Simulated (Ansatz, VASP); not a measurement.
# In3As: VASP beside Ansatz

Contents of POSCAR:

```
In3As
1.0
    4.6085424358      0.0000000000      0.0000000000
    0.0000000000      4.6085424358      0.0000000000
    0.0000000000      0.0000000000      4.6085424358
In As
3 1
Direct
    0.5000000000      0.5000000000      0.0000000000
    0.5000000000      0.0000000000      0.5000000000
    0.0000000000      0.5000000000      0.5000000000
    0.0000000000      0.0000000000      0.0000000000
```

The input INCAR.step1:

```
PREC = Accurate
ENCUT = 520
ISMEAR = -1
SIGMA = 0.05
LREAL = False
LASPH = True
NELM = 60
NBANDS = 30
GGA = PE
ALGO = Normal
EDIFF = 1E-4
LWAVE = True
LCHARG = False
```

File INCAR.step2:

```
PREC = Accurate
ENCUT = 520
EDIFF = 1E-7
ISMEAR = -1
SIGMA = 0.05
LREAL = False
LASPH = True
NELM = 60
ALGO = Normal
ISIF = 2
LWAVE = False
LCHARG = False
METAGGA = R2SCAN
LMIXTAU = True
NBANDS = 30
ISTART = 1
```

KPOINTS

```
regular mesh
0
Gamma
  6 6 6
```

File input.yaml:

```yaml
crystal:
  lattice:
    - [4.6085424358, 0.0, 0.0]
    - [0.0, 4.6085424358, 0.0]
    - [0.0, 0.0, 4.6085424358]
  atoms:
    - { symbol: In, position: [0.5, 0.5, 0.0] }
    - { symbol: In, position: [0.5, 0.0, 0.5] }
    - { symbol: In, position: [0.0, 0.5, 0.5] }
    - { symbol: As, position: [0.0, 0.0, 0.0] }
hamiltonian:
  xc: r2scan
  pseudopotentials: { kind: paw }
kpoints:
  mp_grid: { grid: [6, 6, 6] }
scf:
  occupations: { method: fermi_dirac, width: 0.05 }
output:
  forces: true
  stress: true
  eigenvalues: true
```

Alike in both runs: task single point; functional r2SCAN; k mesh 6 × 6 × 6; occupations fermi-dirac, width 0.05 eV; no spin polarisation.

|  | VASP | Ansatz |
| --- | --- | --- |
| version | VASP 6.6.1 | Ansatz 0.2.0 |
| potentials or method | VASP PAW PBE potentials, release 64 (In_d, As) | Ansatz PAW |
| plane-wave cutoff (eV) | 520 | 500 |
| valence electrons in the cell | 44 | 54 |

|  | VASP | Ansatz | Ansatz less VASP |
| --- | --- | --- | --- |
| gap on the k mesh at the Fermi level (eV) | none | none | - |
| pressure (GPa) | 1.0 | 0.9 | -0.04 |

VASP's potentials were made for PBE, not for r2SCAN. A gap of «none» marks a metal or a gap that the smearing closes. VASP's potentials hold 44 valence electrons a cell and Ansatz's 54, so a difference there can come from the potentials and not from the codes.
